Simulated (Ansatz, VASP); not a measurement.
Ag: VASP beside Ansatz

```xyz
2
Lattice="2.9686 0.0000 0.0000 -1.4843 2.5708 0.0000 0.0000 0.0000 4.8530" Properties=species:S:1:pos:R:3 pbc="T T T"
Ag    0.0000    1.7139    1.2133
Ag    1.4843    0.8569    3.6398
```

Change from the starting cell: volume scaled by 1.04.

Alike in both runs: task single point; functional LDA; k mesh 14 × 14 × 8; occupations fermi-dirac, width 0.05 eV; no spin polarisation.

|  | VASP | Ansatz |
| --- | --- | --- |
| version | VASP 6.6.1 | Ansatz 0.2.0 |
| potentials or method | VASP PAW LDA potentials, release 64 (Ag), cutoff 520 eV | all-electron LAPW, scalar-relativistic |

```tsv
	VASP	Ansatz	Ansatz less VASP
pressure (GPa)	-12.9	-13.1	-0.17
traceless stress, the component that is largest in VASP (GPa)	-0.22	-0.22	+0.004
```

LDA's correlation is that of Perdew and Zunger in VASP and of Perdew and Wang (1992) in Ansatz. Ansatz ran all-electron here, and VASP with PAW potentials.
